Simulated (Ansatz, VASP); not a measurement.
**Two plane-wave programs on LiNbO3**

```
Li Nb O
1.0
     2.61355    1.50893    4.60089
    -2.61355    1.50893    4.60089
     0.00000   -3.01786    4.60089
Li Nb O
2 2 6
Direct
  0.25000 0.25000 0.25000
  0.75000 0.75000 0.75000
  0.50000 0.50000 0.50000
  0.00000 0.00000 0.00000
  0.13106 0.36894 0.75000
  0.36894 0.75000 0.13106
  0.86894 0.63106 0.25000
  0.25000 0.86894 0.63106
  0.63106 0.25000 0.86894
  0.75000 0.13106 0.36894
```

Alike in both runs: functional PBE; k mesh 6 × 6 × 6; occupations gaussian, width 0.1 eV; no spin polarisation.

Ansatz relaxed the structure, and its values are those at the end. VASP's run is a single point on that final structure, the one shown.

|  | VASP | Ansatz |
| --- | --- | --- |
| version | VASP 6.6.1 | Ansatz 0.2.0 |
| potentials or method | VASP PAW PBE potentials, release 64 (Li_sv, Nb_sv, O), cutoff 520 eV | scalar-relativistic, plane waves, PAW |
| valence electrons in the cell | 68 | 68 |

```csv
,VASP,Ansatz,Ansatz less VASP
gap on the k mesh at the Fermi level (eV),2.48,2.50,+0.016
least direct gap on the mesh (eV),2.61,2.62,+0.012
rms of the force components (eV/Å),0.003,0.006,+0.0030
```

Noted on VASP's run: the cutoff is under 1.25 times that of the potentials, so the pressure is a little rough.
